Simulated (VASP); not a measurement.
# CdS5 (C2) in VASP: a series of runs

CdS5 is run at these levels: PBE; tasks: single point.

All numbers are computed with VASP 6.6.1; they aren't measurements. Logs are shortened: lines on timing, memory, paths and dates and some standing lists are left out, and cuts for length are marked.

## Step 1: The cell of the first run

The structure is monoclinic, space group C2 (No. 5). Conventional cell: a = 5.963 Å, b = 6.639 Å, c = 9.236 Å, α = 90.00°, β = 106.42°, γ = 90.00°. Within 3.5 Å of Cd (site symmetry 2) lie 6 S at 2.56 to 3.48 Å. Within 2.7 Å of S (site symmetry 1) lie 2 S at 2.08 to 2.10 Å. Within 2.7 Å of S (site symmetry 2) lie 2 S at 2.08 Å. Within 2.8 Å of S (site symmetry 1) lie 1 S at 2.10 Å and 2 Cd at 2.56 to 2.64 Å.

## Step 2: Single point, PBE

INCAR

```
SYSTEM = CdS5
PREC = Accurate
ENCUT = 520
EDIFF = 1E-6
ISMEAR = 0
SIGMA = 0.02
LREAL = .False.
LASPH = .True.
NELM = 60
ALGO = Normal
ISIF = 2
LWAVE = .False.
LCHARG = .False.
GGA = PE
NBANDS = 30
```

KPOINTS

```
regular mesh
0
Gamma
  6 6 4
  0 0 0
```

POSCAR

```
CdS5
1.0
    2.9812331219     -3.3194706827      0.0243104739
    2.9812331219      3.3194706827      0.0243104739
   -2.6822611823      0.0000000000      8.8380358408
Cd S
1 5
Direct
    0.0322018277      0.9677981723      0.0000000000
    0.7052603230      0.1887998574      0.6713392720
    0.9377446995      0.0622553005      0.5000000000
    0.8112001426      0.2947396770      0.3286607280
    0.5953124665      0.9357194593      0.1438413770
    0.0642805407      0.4046875335      0.8561586230
```

Potentials or basis: VASP PAW PBE potentials, release 64 (Cd, S).

Launch:

```bash
$ cat potpaw_PBE.64/Cd/POTCAR potpaw_PBE.64/S/POTCAR > POTCAR
$ mpirun -np 1 vasp_std > vasp.out
```

OUTCAR:

```text
SYSTEM = CdS5
   PREC = Accurate
   ENCUT = 520
   EDIFF = 1E-6
   ISMEAR = 0
   LREAL = .False.
   LASPH = .True.
   NELM = 60
   ISIF = 2
   GGA = PE

 ion  position               nearest neighbor table
   1  0.032  0.968  0.000-   5 2.56   6 2.56   5 2.64   6 2.64
   2  0.705  0.189  0.671-   3 2.08   6 2.10
   3  0.938  0.062  0.500-   2 2.08   4 2.08
   4  0.811  0.295  0.329-   3 2.08   5 2.10
   5  0.595  0.936  0.144-   4 2.10   1 2.56   1 2.64
   6  0.064  0.405  0.856-   2 2.10   1 2.56   1 2.64

  LATTYP: Found a base centered monoclinic cell.
 ALAT       =     5.9626644803
 B/A-ratio  =     1.1134185711
 C/A-ratio  =     1.5489874396
 COS(beta)  =    -0.2825983658

  Lattice vectors:

 A1 = (   2.9812331219,  -3.3194706827,   0.0243104739)
 A2 = (   2.9812331219,   3.3194706827,   0.0243104739)
 A3 = (  -2.6822611823,   0.0000000000,   8.8380358408)

Analysis of symmetry for initial positions (statically):
=====================================================================
 Subroutine PRICEL returns:
 Original cell was already a primitive cell.

 Routine SETGRP: Setting up the symmetry group for a
 base centered monoclinic supercell.

 Subroutine GETGRP returns: Found  2 space group operations
 (whereof  2 operations were pure point group operations)
 out of a pool of  4 trial point group operations.

The static configuration has the point symmetry C_2 .

Analysis of symmetry for dynamics (positions and initial velocities):
=====================================================================
 Subroutine PRICEL returns:
 Original cell was already a primitive cell.

 Routine SETGRP: Setting up the symmetry group for a
 base centered monoclinic supercell.

 Subroutine GETGRP returns: Found  2 space group operations
 (whereof  2 operations were pure point group operations)
 out of a pool of  4 trial point group operations.

The dynamic configuration has the point symmetry C_2 .

 Subroutine INISYM returns: Found  2 space group operations
 (whereof  2 operations are pure point group operations),
 and found     1 'primitive' translations

----------------------------------------------------------------------------------------

                                     Primitive cell

  volume of cell :     175.3574

  direct lattice vectors                    reciprocal lattice vectors
     2.981233122 -3.319470683  0.024310474     0.167301793 -0.150626424  0.050774529
     2.981233122  3.319470683  0.024310474     0.167301793  0.150626424  0.050774529
    -2.682261182  0.000000000  8.838035841    -0.000920382  0.000000000  0.112867985

  length of vectors
     4.461751622  4.461751622  9.236092387     0.230773184  0.230773184  0.112871737

  position of ions in fractional coordinates (direct lattice)
     0.032201828  0.967798172  0.000000000
     0.705260323  0.188799857  0.671339272
     0.937744700  0.062255300  0.500000000
     0.811200143  0.294739677  0.328660728
     0.595312466  0.935719459  0.143841377
     0.064280541  0.404687534  0.856158623

  ion indices of the primitive-cell ions
   primitive index   ion index
                 1           1
                 2           2
                 3           3
                 4           4
                 5           5
                 6           6

----------------------------------------------------------------------------------------

 KPOINTS: regular mesh

Automatic generation of k-mesh.
 Grid dimensions read from file:
 generate k-points for:    6    6    4

 Generating k-lattice:

  Cartesian coordinates                     Fractional coordinates (reciprocal lattice)
     0.027883632 -0.025104404  0.008462421     0.166666667 -0.000000000  0.000000000
     0.027883632  0.025104404  0.008462421    -0.000000000  0.166666667  0.000000000
    -0.000230096  0.000000000  0.028216996     0.000000000  0.000000000  0.250000000

  Length of vectors
     0.038462197  0.038462197  0.028217934

  Shift w.r.t. Gamma in fractional coordinates (k-lattice)
     0.000000000  0.000000000  0.000000000

 Subroutine IBZKPT returns following result:
 ===========================================

 Found     47 irreducible k-points:

 Following reciprocal coordinates:
            Coordinates               Weight
  0.000000  0.000000  0.000000      1.000000
  0.166667  0.000000 -0.000000      4.000000
  0.333333  0.000000 -0.000000      4.000000
  0.500000 -0.000000 -0.000000      2.000000
  0.166667  0.166667  0.000000      2.000000
  0.333333  0.166667 -0.000000      4.000000
[... 16 lines left out ...]
 -0.333333  0.166667  0.250000      4.000000
 -0.166667  0.166667  0.250000      4.000000
 [... further k-points ...]
   k-points           NKPTS =     47   k-points in BZ     NKDIM =     47   number of bands    NBANDS=     30
   number of dos      NEDOS =    301   number of ions     NIONS =      6
   total plane-waves  NPLWV =  90720
   dimension x,y,z NGX =    36 NGY =   36 NGZ =   70
   dimension x,y,z NGXF=    72 NGYF=   72 NGZF=  140
   ions per type =               1   5
   NGX,Y,Z   is equivalent  to a cutoff of  13.41, 13.41, 12.60 a.u.
   NGXF,Y,Z  is equivalent  to a cutoff of  26.83, 26.83, 25.20 a.u.
 SYSTEM =  CdS5
   PREC   = accura    normal or accurate (medium, high low for compatibility)
   ISTART =      0    job   : 0-new  1-cont  2-samecut
   ICHARG =      2    charge: 1-file 2-atom 10-const
   ISPIN  =      1    spin polarized calculation?
   LNONCOLLINEAR =      F non collinear calculations
   LSORBIT =      F    spin-orbit coupling
   LASPH  =      T    aspherical Exc in radial PAW
   ENCUT  =  520.0 eV  38.22 Ry    6.18 a.u.   8.30  8.30 17.17*2*pi/ulx,y,z
   NELM   =     60;   NELMIN=  2; NELMDL= -5     # of ELM steps
   EDIFF  = 0.1E-05   stopping-criterion for ELM
   LREAL  =      F    real-space projection
   EDIFFG = 0.1E-04   stopping-criterion for IOM
   NSW    =      0    number of steps for IOM
   IBRION =     -1    ionic relax: 0-MD 1-quasi-New 2-CG
   NFREE  =      0    steps in history (QN), initial steepest desc. (CG)
   ISIF   =      2    stress and relaxation
   ISYM   =      2    0-nonsym 1-usesym 2-fastsym
   POTIM  = 0.5000    time-step for ionic-motion
   TEBEG  =    0.0;   TEEND  =   0.0 temperature during run
   PSTRESS=    0.0 pullay stress
   NELECT =      42.0000    total number of electrons
   NUPDOWN=      -1.0000    fix difference up-down
   EMIN   =  10.00;   EMAX   =-10.00  energy-range for DOS
   EFERMI =   0.00;   METHOD = LEGACY
   ISMEAR =     0;   SIGMA  =   0.02  broadening in eV -4-tet -1-fermi 0-gaus
   EFERMI_NEDOS =   21; number of points for ismear=-14 and -15
   IALGO  =     38    algorithm
   IMIX   =      4    mixing-type and parameters
     AMIX     =   0.40;   BMIX     =  1.00
     AMIX_MAG =   1.60;   BMIX_MAG =  1.00
  volume/ion in A,a.u.               =      29.23       197.23
  Fermi-wavevector in a.u.,A,eV,Ry     =   1.016678  1.921242 14.063436  1.033633
  Thomas-Fermi vector in A             =   2.150035
   LORBIT       =      0    0 simple, 1 ext, 2 COOP (PROOUT), +10 PAW based schemes
   GGA     = PE    functional components
   LHFCALC =     F    Hartree Fock is set to
   AEXX    =    0.0000 exact exchange contribution
   IVDW    =     0    specifies the selected vdW correction
   LEPSILON=     F    determine dielectric tensor
   LRPA    =     F    only Hartree local field effects (RPA)
 non-spin polarized calculation
 Gauss-broadening in eV      SIGMA  =   0.02
  energy-cutoff  :      520.00
  volume of cell :      175.36
 maximum number of plane-waves:      4740
 NGX is ok and might be reduce to    36
   NGX = 17   NGY = 17   NGZ = 35

 number of electron      41.9999999 magnetization

 Free energy of the ion-electron system (eV)
  ---------------------------------------------------
  ext. energy  EPLUGINS =         0.00000000
  ---------------------------------------------------
  free energy    TOTEN  =       -21.76412200 eV

  energy without entropy =      -21.76412200  energy(sigma->0) =      -21.76412200

 E-fermi :   1.1852     XC(G=0):  -7.8084

 val. band max:        1.0915692737   @ k =   0.1667   0.1667   0.2500
 cond. band min:       2.4976523241   @ k =   0.0000   0.0000   0.0000
 fundamental gap:      1.4060830504
 Fermi energy:         1.1852375112

 k-point     1 :       0.0000    0.0000    0.0000
  band No.  band energies     occupation
      1     -14.8217      2.00000
      2     -13.5507      2.00000
      3     -11.9744      2.00000
      4      -9.9364      2.00000
      5      -8.3209      2.00000
      6      -6.9952      2.00000
[... 22 lines left out ...]
     29       7.5510      0.00000
     30       7.9202      0.00000

 k-point     2 :       0.1667    0.0000   -0.0000
  band No.  band energies     occupation
      1     -14.7965      2.00000
      2     -13.5458      2.00000
      3     -11.9247      2.00000
      4      -9.9897      2.00000
      5      -8.3336      2.00000
      6      -6.9944      2.00000
[... 22 lines left out ...]
     29       7.5190      0.00000
     30       8.1213      0.00000

 k-point     3 :       0.3333    0.0000   -0.0000
  band No.  band energies     occupation
      1     -14.7450      2.00000
      2     -13.5340      2.00000
      3     -11.8237      2.00000
      4     -10.0964      2.00000
      5      -8.3736      2.00000
      6      -6.9943      2.00000
[... 22 lines left out ...]
     29       7.5693      0.00000
     30       8.2121      0.00000

 k-point     4 :       0.5000   -0.0000   -0.0000
  band No.  band energies     occupation
      1     -14.7186      2.00000
      2     -13.5272      2.00000
      3     -11.7722      2.00000
      4     -10.1500      2.00000
      5      -8.4002      2.00000
      6      -6.9947      2.00000
[... 22 lines left out ...]
     29       7.6203      0.00000
     30       8.2146      0.00000

 k-point     5 :       0.1667    0.1667    0.0000
  band No.  band energies     occupation
      1     -14.7688      2.00000
      2     -13.5489      2.00000
      3     -11.8482      2.00000
      4     -10.0865      2.00000
      5      -8.3199      2.00000
      6      -6.9947      2.00000
[... 22 lines left out ...]
     29       7.4932      0.00000
     30       8.0686      0.00000
[... 526 lines left out ...]
     29       7.1735      0.00000
     30       8.3601      0.00000

 k-point    22 :       0.5000    0.1667    0.2500
  band No.  band energies     occupation
      1     -14.6991      2.00000
      2     -13.4962      2.00000
      3     -11.8187      2.00000
      4     -10.0086      2.00000
      5      -8.5534      2.00000
      6      -6.9788      2.00000
[... 22 lines left out ...]
     29       7.5364      0.00000
     30       7.9565      0.00000

 k-point    23 :      -0.3333    0.1667    0.2500
  band No.  band energies     occupation
      1     -14.7251      2.00000
      2     -13.5093      2.00000
      3     -11.8504      2.00000
      4      -9.9889      2.00000
      5      -8.5003      2.00000
      6      -6.9797      2.00000
[... 22 lines left out ...]
     29       7.2976      0.00000
     30       7.7558      0.00000

 k-point    24 :      -0.1667    0.1667    0.2500
  band No.  band energies     occupation
      1     -14.7679      2.00000
      2     -13.5610      2.00000
      3     -11.8406      2.00000
      4     -10.0627      2.00000
      5      -8.3544      2.00000
      6      -6.9885      2.00000
[... 22 lines left out ...]
     29       7.4199      0.00000
     30       7.8778      0.00000

 [... further k-points ...]

------------------------ aborting loop because EDIFF is reached ----------------------------------------

  FORCE on cell =-STRESS in cart. coord.  units (eV):
  Direction    XX          YY          ZZ          XY          YZ          ZX
  --------------------------------------------------------------------------------------
  -------------------------------------------------------------------------------------
  Total       -0.1272765     -0.0676624     -0.4523867      0.0000000      0.0000000     -0.0998843
  in kB       -1.1628796     -0.6182071     -4.1332954      0.0000000      0.0000000     -0.9126070
  external PRESSURE =      -1.9714607 kB  Pullay stress =       0.0000000 kB

 VOLUME and BASIS-vectors are now :
 -----------------------------------------------------------------------------
  energy-cutoff  :      520.00
  volume of cell :      175.36
      direct lattice vectors                 reciprocal lattice vectors
     2.981233122 -3.319470683  0.024310474     0.167301793 -0.150626424  0.050774529
     2.981233122  3.319470683  0.024310474     0.167301793  0.150626424  0.050774529
    -2.682261182  0.000000000  8.838035841    -0.000920382  0.000000000  0.112867985

 POSITION                                       TOTAL-FORCE (eV/Angst)
 -----------------------------------------------------------------------------------
      2.98123      3.10568      0.02431         0.000000      0.006260      0.000000
      0.86469     -1.71438      5.95506         0.092795     -0.068307     -0.002429
      1.64010     -2.90616      4.44333        -0.000000      0.104343      0.000000
      2.41551     -1.71438      2.93160        -0.092795     -0.068307      0.002429
      4.17854      1.12997      1.30850         0.044972      0.013005      0.106739
     -0.89834      1.12997      7.57816        -0.044972      0.013005     -0.106739
 -----------------------------------------------------------------------------------
    total drift:                                0.000000     -0.000036      0.000000

  FREE ENERGIE OF THE ION-ELECTRON SYSTEM (eV)
  ---------------------------------------------------
  free  energy   TOTEN  =       -21.7641220021 eV

  energy  without entropy=      -21.7641220021  energy(sigma->0) =      -21.76412200
```

Wall time 3.4 min (1 thread of Intel Xeon Platinum 8488C (Sapphire Rapids), shared host); peak memory 0.4 GiB.

Results:

```
Free energy            : -21.7641 eV
Pressure               : -0.2 GPa
Largest force          : 0.117 eV/Å
Band gap on the k mesh : 1.41 eV (least direct gap 1.63 eV)
```

Forces on the atoms (eV/Å):
```
Cd   0.000  0.006  0.000
S    0.093 -0.068 -0.002
S    0.000  0.104  0.000
S   -0.093 -0.068  0.002
S    0.045  0.013  0.107
S   -0.045  0.013 -0.107
```

Stress tensor (GPa, compression positive):
```
-0.12  0.00 -0.09
 0.00 -0.06  0.00
-0.09  0.00 -0.41
```

A k mesh can miss the band edges.

## Step 3: Single point, PBE

This run uses another cell than the first one, of 29.49 Å³/atom.

INCAR

```
SYSTEM = CdS5
  PREC = Accurate
  ENCUT = 520
  EDIFF = 1E-7
  ISMEAR = 0
  SIGMA = 0.2
  LREAL = .FALSE.
  LASPH = .TRUE.
  NELM = 100
  ALGO = Normal
  ISIF = 2
  LWAVE = .FALSE.
  LCHARG = .TRUE.
  GGA = PE
  LELF = .TRUE.
  LVHAR = .TRUE.
  NBANDS = 30
```

KPOINTS

```
Automatic mesh
0
G
  4 4 2
  0 0 0
```

POSCAR

```
CdS5
1.0
    2.9318756863     -3.3696330317     -0.4882893390
    2.9318756863      3.3696330317     -0.4882893390
   -1.2577149641      0.0000000000      9.1646720453
Cd S
1 5
Direct
    0.0293609848     -0.0293609848      0.0000000000
    0.7081467063      0.1843070330      0.6714024270
   -0.0634976788      1.0634976788      0.5000000000
    0.8156929670      0.2918532937      0.3285975730
    0.5922251460     -0.0640718748      0.1411650659
    0.0640718748      0.4077748540      0.8588349341
```

Potentials or basis: VASP PAW PBE potentials, release 64 (Cd, S).

Launch:

```bash
$ cat potpaw_PBE.64/Cd/POTCAR potpaw_PBE.64/S/POTCAR > POTCAR
$ mpirun -np 1 vasp_std > vasp.out
```

It took 55 s on 1 thread of AMD EPYC 9R45 (Zen 5), shared host; peak memory 0.27 GiB.

The run converged. Its results:

| Property | Result |
| --- | --- |
| Free energy | -21.7609 eV |
| Pressure | -0.2 GPa |
| Largest force | 0.089 eV/Å |
| Band gap on the k mesh | 1.46 eV (least direct gap 1.62 eV) |

Forces in eV/Å, atoms in the order of the input:
```
Cd   0.000 -0.002  0.000
S    0.021 -0.013 -0.069
S    0.000  0.027  0.000
S   -0.021 -0.013  0.069
S    0.034  0.001  0.082
S   -0.034  0.001 -0.082
```

Stress tensor (GPa, compression positive):
```
 0.00  0.00  0.07
 0.00 -0.07  0.00
 0.07  0.00 -0.39
```

Levels at points of the mesh, in eV from the valence-band top:
| k point | band 17 | band 18 | band 19 | band 20 | band 21 | band 22 | band 23 | band 24 | band 25 | band 26 |
| --- | --- | --- | --- | --- | --- | --- | --- | --- | --- | --- |
| (0.00, 0.00, 0.00) | -2.02 | -1.93 | -0.69 | -0.59 | -0.16 | 1.46 | 2.43 | 2.84 | 3.08 | 3.48 |
| (0.50, 0.00, 0.00) | -2.07 | -1.74 | -0.98 | -0.44 | -0.22 | 2.44 | 2.74 | 2.91 | 3.51 | 4.07 |
| (0.50, 0.50, 0.00) | -2.07 | -1.48 | -1.15 | -0.86 | -0.13 | 1.85 | 3.28 | 4.01 | 4.05 | 4.36 |
| (0.00, 0.00, 0.50) | -1.76 | -1.52 | -1.37 | -0.62 | -0.04 | 1.86 | 2.36 | 2.73 | 3.14 | 3.15 |
| (0.50, 0.00, 0.50) | -2.04 | -1.41 | -1.25 | -0.59 | 0.00 | 1.91 | 2.66 | 3.04 | 3.88 | 4.08 |
| (0.50, 0.50, 0.50) | -1.88 | -1.62 | -1.44 | -0.68 | -0.24 | 1.98 | 3.13 | 3.76 | 4.08 | 4.24 |
